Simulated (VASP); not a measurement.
# MoS2 (R3m) in VASP: a series of runs

The runs below take MoS2 through single point, with r2SCAN.

All numbers are computed with VASP 6.6.1; they aren't measurements. Logs are shortened: lines on timing, memory, paths and dates and some standing lists are left out, and cuts for length are marked.

## (1) The cell of the first run

Symmetry: R3m, No. 160, trigonal system. The conventional cell has a = 3.160 Å, b = 3.160 Å, c = 18.450 Å, α = 90.00°, β = 90.00°, γ = 120.00°. Mo (site symmetry 3m) has 6 S at 2.39 Å and 6 Mo at 3.16 Å within 3.2 Å. Within 3.2 Å of S (site symmetry 3m) lie 3 Mo at 2.39 Å and 7 S at 3.08 to 3.16 Å. Within 3.2 Å of S (site symmetry 3m) lie 3 Mo at 2.39 Å and 7 S at 3.08 to 3.16 Å.

## (2) Single point, r2SCAN

The input, POSCAR:

```
MoS2
1.0
    1.5800000000      0.9122134253      6.1500000000
   -1.5800000000      0.9122134253      6.1500000000
    0.0000000000     -1.8244268506      6.1500000000
Mo S
1 2
Direct
    0.0000000000      0.0000000000      0.0000000000
    0.2500000000      0.2500000000      0.2500000000
    0.4170003333      0.4170003333      0.4170003333
```

The input, INCAR.step1:

```
SYSTEM = MoS2
ALGO = Normal
EDIFF = 1E-5
ENCUT = 550
GGA = PE
GGA_COMPAT = .False.
ISMEAR = 0
LASPH = .True.
LCHARG = .False.
LREAL = .False.
LWAVE = .True.
NBANDS = 20
NELM = 120
PREC = Accurate
SIGMA = 0.5
```

The input, INCAR.step2:

```
SYSTEM = MoS2
ALGO = Normal
EDIFF = 1E-6
ENCUT = 550
GGA_COMPAT = .False.
ISIF = 2
ISMEAR = 0
ISTART = 1
LASPH = .True.
LCHARG = .True.
LELF = .True.
LMIXTAU = .True.
LREAL = .False.
LVHAR = .True.
LWAVE = .False.
METAGGA = R2SCAN
NBANDS = 20
NELM = 120
PREC = Accurate
SIGMA = 0.5
```

The input, KPOINTS:

```
k-points
0
Gamma
  7 7 7
  0 0 0
```

Potentials or basis: VASP PAW PBE potentials, release 64 (Mo_sv, S).

Started as:

```
$ cat potpaw_PBE.64/Mo_sv/POTCAR potpaw_PBE.64/S/POTCAR > POTCAR
$ cp INCAR.step1 INCAR
$ mpirun -np 1 vasp_std > vasp.out
$ cp INCAR.step2 INCAR
$ mpirun -np 1 vasp_std > vasp.out
```

OUTCAR:

```text
SYSTEM = MoS2
   EDIFF = 1E-6
   ENCUT = 550
   ISIF = 2
   ISMEAR = 0
   ISTART = 1
   LASPH = .True.
   LREAL = .False.
   METAGGA = R2SCAN
   NELM = 120
   PREC = Accurate

 ion  position               nearest neighbor table
   1  0.000  0.000  0.000-   2 2.39   2 2.39   2 2.39   3 2.39   3 2.39   3 2.39
   2  0.250  0.250  0.250-   1 2.39   1 2.39   1 2.39
   3  0.417  0.417  0.417-   1 2.39   1 2.39   1 2.39

  LATTYP: Found a trigonal (rhomboedric) cell.
 ALAT       =     6.4149071181
 COS(alpha) =     0.8786713335

  Lattice vectors:

 A1 = (   1.5800000000,   0.9122134253,   6.1500000000)
 A2 = (  -1.5800000000,   0.9122134253,   6.1500000000)
 A3 = (   0.0000000000,  -1.8244268506,   6.1500000000)

Analysis of symmetry for initial positions (statically):
=====================================================================
 Subroutine PRICEL returns:
 Original cell was already a primitive cell.

 Routine SETGRP: Setting up the symmetry group for a
 trigonal (rhombohedral) supercell.

 Subroutine GETGRP returns: Found  6 space group operations
 (whereof  6 operations were pure point group operations)
 out of a pool of 12 trial point group operations.

The static configuration has the point symmetry C_3v.

Analysis of symmetry for dynamics (positions and initial velocities):
=====================================================================
 Subroutine PRICEL returns:
 Original cell was already a primitive cell.

 Routine SETGRP: Setting up the symmetry group for a
 trigonal (rhombohedral) supercell.

 Subroutine GETGRP returns: Found  6 space group operations
 (whereof  6 operations were pure point group operations)
 out of a pool of 12 trial point group operations.

The dynamic configuration has the point symmetry C_3v.

 Subroutine INISYM returns: Found  6 space group operations
 (whereof  6 operations are pure point group operations),
 and found     1 'primitive' translations

----------------------------------------------------------------------------------------

                                     Primitive cell

  volume of cell :      53.1839

  direct lattice vectors                    reciprocal lattice vectors
     1.580000000  0.912213425  6.150000000     0.316455696  0.182705781  0.054200542
    -1.580000000  0.912213425  6.150000000    -0.316455696  0.182705781  0.054200542
     0.000000000 -1.824426851  6.150000000     0.000000000 -0.365411563  0.054200542

  length of vectors
     6.414907118  6.414907118  6.414907118     0.369409406  0.369409406  0.369409406

  position of ions in fractional coordinates (direct lattice)
     0.000000000  0.000000000  0.000000000
     0.250000000  0.250000000  0.250000000
     0.417000333  0.417000333  0.417000333

  ion indices of the primitive-cell ions
   primitive index   ion index
                 1           1
                 2           2
                 3           3

----------------------------------------------------------------------------------------

 KPOINTS: k-points

Automatic generation of k-mesh.
 Grid dimensions read from file:
 generate k-points for:    7    7    7

 Generating k-lattice:

  Cartesian coordinates                     Fractional coordinates (reciprocal lattice)
     0.045207957  0.026100826  0.007742935     0.142857143 -0.000000000  0.000000000
    -0.045207957  0.026100826  0.007742935    -0.000000000  0.142857143  0.000000000
     0.000000000 -0.052201652  0.007742935     0.000000000  0.000000000  0.142857143

  Length of vectors
     0.052772772  0.052772772  0.052772772

  Shift w.r.t. Gamma in fractional coordinates (k-lattice)
     0.000000000  0.000000000  0.000000000

 Subroutine IBZKPT returns following result:
 ===========================================

 Found     44 irreducible k-points:

 Following reciprocal coordinates:
            Coordinates               Weight
  0.000000  0.000000  0.000000      1.000000
  0.142857 -0.000000 -0.000000      6.000000
  0.285714 -0.000000  0.000000      6.000000
  0.428571 -0.000000  0.000000      6.000000
  0.142857  0.142857 -0.000000      6.000000
  0.285714  0.142857 -0.000000     12.000000
[... 16 lines left out ...]
  0.285714  0.285714  0.142857      6.000000
  0.428571  0.285714  0.142857     12.000000
 [... further k-points ...]
   k-points           NKPTS =     44   k-points in BZ     NKDIM =     44   number of bands    NBANDS=     20
   number of dos      NEDOS =    301   number of ions     NIONS =      3
   total plane-waves  NPLWV = 125000
   dimension x,y,z NGX =    50 NGY =   50 NGZ =   50
   dimension x,y,z NGXF=   100 NGYF=  100 NGZF=  100
   ions per type =               1   2
   NGX,Y,Z   is equivalent  to a cutoff of  12.96, 12.96, 12.96 a.u.
   NGXF,Y,Z  is equivalent  to a cutoff of  25.92, 25.92, 25.92 a.u.
 SYSTEM =  MoS2
   PREC   = accura    normal or accurate (medium, high low for compatibility)
   ISTART =      1    job   : 0-new  1-cont  2-samecut
   ICHARG =      0    charge: 1-file 2-atom 10-const
   ISPIN  =      1    spin polarized calculation?
   LNONCOLLINEAR =      F non collinear calculations
   LSORBIT =      F    spin-orbit coupling
   LASPH  =      T    aspherical Exc in radial PAW
   ENCUT  =  550.0 eV  40.42 Ry    6.36 a.u.  12.27 12.27 12.27*2*pi/ulx,y,z
   NELM   =    120;   NELMIN=  2; NELMDL=  0     # of ELM steps
   EDIFF  = 0.1E-05   stopping-criterion for ELM
   LREAL  =      F    real-space projection
   EDIFFG = 0.1E-04   stopping-criterion for IOM
   NSW    =      0    number of steps for IOM
   IBRION =     -1    ionic relax: 0-MD 1-quasi-New 2-CG
   NFREE  =      0    steps in history (QN), initial steepest desc. (CG)
   ISIF   =      2    stress and relaxation
   ISYM   =      2    0-nonsym 1-usesym 2-fastsym
   POTIM  = 0.5000    time-step for ionic-motion
   TEBEG  =    0.0;   TEEND  =   0.0 temperature during run
   PSTRESS=    0.0 pullay stress
   NELECT =      26.0000    total number of electrons
   NUPDOWN=      -1.0000    fix difference up-down
   EMIN   =  10.00;   EMAX   =-10.00  energy-range for DOS
   EFERMI =   0.00;   METHOD = LEGACY
   ISMEAR =     0;   SIGMA  =   0.50  broadening in eV -4-tet -1-fermi 0-gaus
   EFERMI_NEDOS =   21; number of points for ismear=-14 and -15
   IALGO  =     38    algorithm
   IMIX   =      4    mixing-type and parameters
     AMIX     =   0.40;   BMIX     =  1.00
     AMIX_MAG =   1.60;   BMIX_MAG =  1.00
  volume/ion in A,a.u.               =      17.73       119.63
  Fermi-wavevector in a.u.,A,eV,Ry     =   1.289652  2.437089 22.629252  1.663203
  Thomas-Fermi vector in A             =   2.421532
   LORBIT       =      0    0 simple, 1 ext, 2 COOP (PROOUT), +10 PAW based schemes
   METAGGA = R2SCAN    functional components
   LHFCALC =     F    Hartree Fock is set to
   AEXX    =    0.0000 exact exchange contribution
   IVDW    =     0    specifies the selected vdW correction
   LEPSILON=     F    determine dielectric tensor
   LRPA    =     F    only Hartree local field effects (RPA)
 non-spin polarized calculation
 Gauss-broadening in eV      SIGMA  =   0.50
  energy-cutoff  :      550.00
  volume of cell :       53.18
 maximum number of plane-waves:      1576
 NGX is ok and might be reduce to    50
   NGX = 25   NGY = 25   NGZ = 25

 number of electron      26.0000001 magnetization

 Free energy of the ion-electron system (eV)
  ---------------------------------------------------
  ext. energy  EPLUGINS =         0.00000000
  ---------------------------------------------------
  free energy    TOTEN  =       -45.01259892 eV

  energy without entropy =      -45.00786875  energy(sigma->0) =      -45.01023383

 E-fermi :   7.9058     XC(G=0): -11.5170

 val. band max:        7.5334368264   @ k =   0.4286   0.4286   0.4286
 cond. band min:       8.7240911825   @ k =  -0.1429   0.1429   0.0000
 fundamental gap:      1.1906543560
 Fermi energy:         7.9057921544

 k-point     1 :       0.0000    0.0000    0.0000
  band No.  band energies     occupation
      1     -55.9931      2.00000
      2     -29.4315      2.00000
      3     -29.1940      2.00000
      4     -29.1940      2.00000
      5      -8.2874      2.00000
      6      -6.4868      2.00000
[... 12 lines left out ...]
     19      16.3758      0.00000
     20      16.6203      0.00000

 k-point     2 :       0.1429   -0.0000   -0.0000
  band No.  band energies     occupation
      1     -55.9844      2.00000
      2     -29.4143      2.00000
      3     -29.2781      2.00000
      4     -29.2130      2.00000
      5      -7.9631      2.00000
      6      -6.3931      2.00000
[... 12 lines left out ...]
     19      16.6667      0.00000
     20      17.3097      0.00000

 k-point     3 :       0.2857   -0.0000    0.0000
  band No.  band energies     occupation
      1     -55.9649      2.00000
      2     -29.4633      2.00000
      3     -29.3757      2.00000
      4     -29.2553      2.00000
      5      -7.1426      2.00000
      6      -6.1584      2.00000
[... 12 lines left out ...]
     19      15.9418      0.00000
     20      16.4882      0.00000

 k-point     4 :       0.4286   -0.0000    0.0000
  band No.  band energies     occupation
      1     -55.9492      2.00000
      2     -29.6083      2.00000
      3     -29.3445      2.00000
      4     -29.2891      2.00000
      5      -6.3322      2.00000
      6      -5.9432      2.00000
[... 12 lines left out ...]
     19      14.9299      0.00000
     20      15.5747      0.00000

 k-point     5 :       0.1429    0.1429   -0.0000
  band No.  band energies     occupation
      1     -55.9844      2.00000
      2     -29.4143      2.00000
      3     -29.2781      2.00000
      4     -29.2130      2.00000
      5      -7.9502      2.00000
      6      -6.4161      2.00000
[... 12 lines left out ...]
     19      16.7225      0.00000
     20      17.2881      0.00000
[... 353 lines left out ...]
      6      -5.9411      2.00000
[... 12 lines left out ...]
     19      15.1297      0.00000
     20      15.7203      0.00000

 k-point    22 :      -0.1429    0.1429    0.1429
  band No.  band energies     occupation
      1     -55.9649      2.00000
      2     -29.4633      2.00000
      3     -29.3757      2.00000
      4     -29.2553      2.00000
      5      -7.1505      2.00000
      6      -6.1482      2.00000
[... 12 lines left out ...]
     19      15.8455      0.00000
     20      16.8212      0.00000

 k-point    23 :       0.2857    0.2857    0.1429
  band No.  band energies     occupation
      1     -55.9844      2.00000
      2     -29.4144      2.00000
      3     -29.2781      2.00000
      4     -29.2130      2.00000
      5      -7.8689      2.00000
      6      -6.5528      2.00000
[... 12 lines left out ...]
     19      16.8695      0.00000
     20      17.4491      0.00000

 k-point    24 :       0.4286    0.2857    0.1429
  band No.  band energies     occupation
      1     -55.9703      2.00000
      2     -29.4007      2.00000
      3     -29.3865      2.00000
      4     -29.2557      2.00000
      5      -7.2760      2.00000
      6      -6.3868      2.00000
[... 12 lines left out ...]
     19      16.8513      0.00000
     20      17.0130      0.00000

 [... further k-points ...]
[... 5 lines left out ...]
  --------------------------------------------------------------------------------------
  -------------------------------------------------------------------------------------
  Total        1.3286739      1.3286739      1.5589067      0.0000000      0.0000000     -0.0000000
  in kB       40.0266340     40.0266340     46.9624546      0.0000000      0.0000000     -0.0000000
  external PRESSURE =      42.3385742 kB  Pullay stress =       0.0000000 kB

 VOLUME and BASIS-vectors are now :
 -----------------------------------------------------------------------------
  energy-cutoff  :      550.00
  volume of cell :       53.18
      direct lattice vectors                 reciprocal lattice vectors
     1.580000000  0.912213425  6.150000000     0.316455696  0.182705781  0.054200542
    -1.580000000  0.912213425  6.150000000    -0.316455696  0.182705781  0.054200542
     0.000000000 -1.824426851  6.150000000     0.000000000 -0.365411563  0.054200542

 POSITION                                       TOTAL-FORCE (eV/Angst)
 -----------------------------------------------------------------------------------
      0.00000      0.00000      0.00000         0.000000      0.000000      0.087041
      0.00000      0.00000      4.61250         0.000000     -0.000000     -0.363333
      0.00000      0.00000      7.69366         0.000000      0.000000      0.276292
 -----------------------------------------------------------------------------------
    total drift:                                0.000000     -0.000000     -0.000069

  FREE ENERGIE OF THE ION-ELECTRON SYSTEM (eV)
  ---------------------------------------------------
  free  energy   TOTEN  =       -45.0125989185 eV

  energy  without entropy=      -45.0078687475  energy(sigma->0) =      -45.01023383
```

It took 8.4 min on 1 thread of Intel Xeon Platinum 8488C (Sapphire Rapids), shared host; peak memory 0.4 GiB.

What came out:

```yaml
Free_energy: -45.0126 eV
Pressure: 4.2 GPa
Largest_force: 0.363 eV/Å
Band_gap_on_the_k_mesh: 1.19 eV (least direct gap 2.28 eV)
```

Forces in eV/Å, atoms in the order of the input:
```
Mo   0.000  0.000  0.087
S    0.000  0.000 -0.363
S    0.000  0.000  0.276
```

Caveat: the cell stands under pressure; so wide a smearing shifts energies and pressures; the PAW data sets were made with another functional, which shifts forces and pressure a little. r2SCAN opens gaps a little over a GGA but as a rule still falls short of measured ones.

## (3) Single point, r2SCAN

POSCAR is that of step 2.

The input, INCAR.step1:

```
PREC = Accurate
ENCUT = 550
ISMEAR = 0
SIGMA = 0.3
LREAL = F
LASPH = T
NELM = 120
NBANDS = 20
GGA = PE
ALGO = Normal
EDIFF = 1E-5
LWAVE = T
LCHARG = F
GGA_COMPAT = F
```

The input, INCAR.step2:

```
PREC = Accurate
ENCUT = 550
EDIFF = 1E-6
ISMEAR = 0
SIGMA = 0.3
LREAL = F
LASPH = T
NELM = 120
ALGO = Normal
ISIF = 2
LWAVE = F
LCHARG = F
METAGGA = R2SCAN
LMIXTAU = T
NBANDS = 20
ISTART = 1
GGA_COMPAT = F
```

The input, KPOINTS:

```
regular mesh
0
Gamma
  7 7 7
```

Potentials or basis: VASP PAW PBE potentials, release 64 (Mo_sv, S).

Started as:

```
$ cat potpaw_PBE.64/Mo_sv/POTCAR potpaw_PBE.64/S/POTCAR > POTCAR
$ cp INCAR.step1 INCAR
$ mpirun -np 1 vasp_std > vasp.out
$ cp INCAR.step2 INCAR
$ mpirun -np 1 vasp_std > vasp.out
```

It took 7.8 min on 1 thread of Intel Xeon Platinum 8488C (Sapphire Rapids), shared host; peak memory 0.41 GiB.

The run converged. Its results:

| Item | Value |
| --- | --- |
| Free energy | -45.0119 eV |
| Pressure | 4.2 GPa |
| Largest force | 0.366 eV/Å |
| Band gap on the k mesh | 1.19 eV (least direct gap 2.28 eV) |

Forces on the atoms (eV/Å):
```
Mo   0.000  0.000  0.087
S    0.000  0.000 -0.366
S    0.000  0.000  0.278
```

Stress tensor (GPa, compression positive):
```
3.97 0.00 0.00
0.00 3.97 0.00
0.00 0.00 4.75
```

Levels at points of the mesh, in eV from the valence-band top:
```
           k point  band 9  band 10  band 11  band 12  band 13  band 14  band 15  band 16  band 17  band 18
(0.00, 0.00, 0.00)   -3.64    -2.47    -2.47    -1.37    -1.18     2.19     2.19     2.60     2.60     6.07
```

Caveat: the cell stands under pressure; so wide a smearing shifts energies and pressures; the PAW data sets were made with another functional, which shifts forces and pressure a little. A k mesh can miss the band edges.
